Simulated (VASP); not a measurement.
HfO3: relaxation of cell and atoms with PBE

The system is HfO3.

```
Hf O
1.0
    -1.71424    1.71424    3.46701
     1.71424   -1.71424    3.46701
     1.71424    1.71424   -3.46701
Hf O
1 3
Direct
  0.00000 0.00000 0.00000
  0.75000 0.25000 0.50000
  0.25000 0.75000 0.50000
  0.50000 0.50000 0.00000
```

The cell was generated, and may not be a known phase.

* Program: VASP 6.6.1
* Task: relaxation of cell and atoms
* Functional: PBE
* Potentials or basis: VASP PAW PBE potentials, release 64 (Hf_pv, O)
* Cutoff: 600 eV
* k mesh: 8 × 8 × 8
* Occupations: gaussian, width 0.1 eV
* Spin: no spin polarisation
* Dipole correction: no
* Further INCAR settings: ALGO = Normal; EDIFF = 1e-06; IBRION = 2; EDIFFG = -0.04; NSW = 90; ISIF = 3

The relaxed volume is 9.03 Å³/atom. The relaxed cell is a = 4.189 Å, b = 4.189 Å, c = 4.189 Å, α = 135.08°, β = 135.08°, γ = 65.41° and the space group after relaxing (to 0.1 Å) is I4/mmm (No. 139). The energy gained by relaxing is 105.5 meV/atom and the ionic steps are 9. The pressure after relaxing is 0.0 GPa. The band gap on the k mesh is zero (bands 14 and 15 overlap by 0.94 eV).

Stress tensor (GPa, compression positive):
```
-0.11  0.00  0.00
 0.00 -0.11  0.00
 0.00  0.00  0.10
```

Step by step:
```
step  energy change (eV)  largest force (eV/Å)  pressure (GPa)  volume (Å³)
   1              0.0000                0.0000          -22.97        40.75
   2             -0.0956                0.0000           30.40        32.73
   3             -0.3806                0.0000            0.00        36.12
   4             -0.3806                0.0000            0.60        36.03
   5             -0.3992                0.0000            0.69        36.00
   6             -0.4205                0.0000            1.64        35.88
   7             -0.4206                0.0000            1.80        35.86
   8             -0.4170                0.0000           -3.33        36.62
   9             -0.4221                0.0000           -0.04        36.13
```

Final structure:
```yaml
crystal:
  lattice:
    - [-1.60061, 1.60061, 3.52515]
    - [1.60061, -1.60061, 3.52515]
    - [1.60061, 1.60061, -3.52515]
  atoms:
    - { symbol: Hf, position: [0.00000, 0.00000, 0.00000] }
    - { symbol: O, position: [0.75000, 0.25000, 0.50000] }
    - { symbol: O, position: [0.25000, 0.75000, 0.50000] }
    - { symbol: O, position: [0.50000, 0.50000, 0.00000] }
```

Levels at points of the mesh, in eV from the Fermi level:
```
           k point  band 10  band 11  band 12  band 13  band 14  band 15  band 16  band 17  band 18
(0.00, 0.00, 0.00)    -4.46    -2.90    -2.90     0.25     0.46     0.46     3.32     4.38     4.38
(0.50, 0.00, 0.00)    -2.90    -2.90    -2.29    -2.28    -2.24     0.06     4.95     6.02     6.62
(0.50, 0.50, 0.00)    -4.55    -3.06    -0.81    -0.37     0.68     0.88     4.63     5.33     6.31
(0.50, 0.50, 0.50)    -1.94    -1.77    -1.77    -1.63    -0.24    -0.24     0.75     3.52     4.54
```

It took 9.2 min on 1 thread of Intel Xeon 8259CL, with other jobs on the host, peak memory 0.25 GiB.

Caveat: spin-orbit coupling is left out, which moves the levels of the heavy elements.
